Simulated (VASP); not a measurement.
GaF:

```
Ga F
1.0
     0.00000    2.84624    2.84624
     2.84624    0.00000    2.84624
     2.84624    2.84624    0.00000
Ga F
1 1
Direct
  0.25000 0.25000 0.25000
  0.00000 0.00000 0.00000
```

| Quantity | Value |
| --- | --- |
| Program | VASP 6.6.1 |
| Task | relaxation of cell and atoms |
| Functional | PBEsol-based global hybrid with 25 % exact exchange |
| Potentials or basis | VASP PAW PBE potentials, release 64 (Ga_d, F) |
| Cutoff | 600 eV |
| k mesh | 4 × 4 × 4 |
| Occupations | fermi-dirac, width 0.05 eV |
| Spin | no spin polarisation |

At the start: pressure -1.9 GPa; volume 23.06 Å³/atom.

Problem. Where does the relaxation end?

Solution. Over 4 steps the energy falls by 10.8 meV/atom and the volume is 21.44 Å³/atom (-7.0 %); space group F-43m (No. 216, to 0.1 Å) before and after.

The path:
```
step  energy change (eV)  largest force (eV/Å)  pressure (GPa)  volume (Å³)
   1              0.0000                0.0000           -1.94        46.12
   2             -0.0170                0.0000           -0.92        44.28
   3             -0.0211                0.0000           -0.26        43.26
   4             -0.0215                0.0000            0.02        42.88
```

Final structure:
```
CELL_PARAMETERS angstrom
0.00000 2.77797 2.77797
2.77797 0.00000 2.77797
2.77797 2.77797 0.00000
ATOMIC_POSITIONS crystal
Ga 0.25000 0.25000 0.25000
F 0.00000 0.00000 0.00000
```

Caveat: the k points lie up to 0.49 Å⁻¹ apart in the final cell; the PAW data sets were made with another functional, which shifts forces and pressure a little.
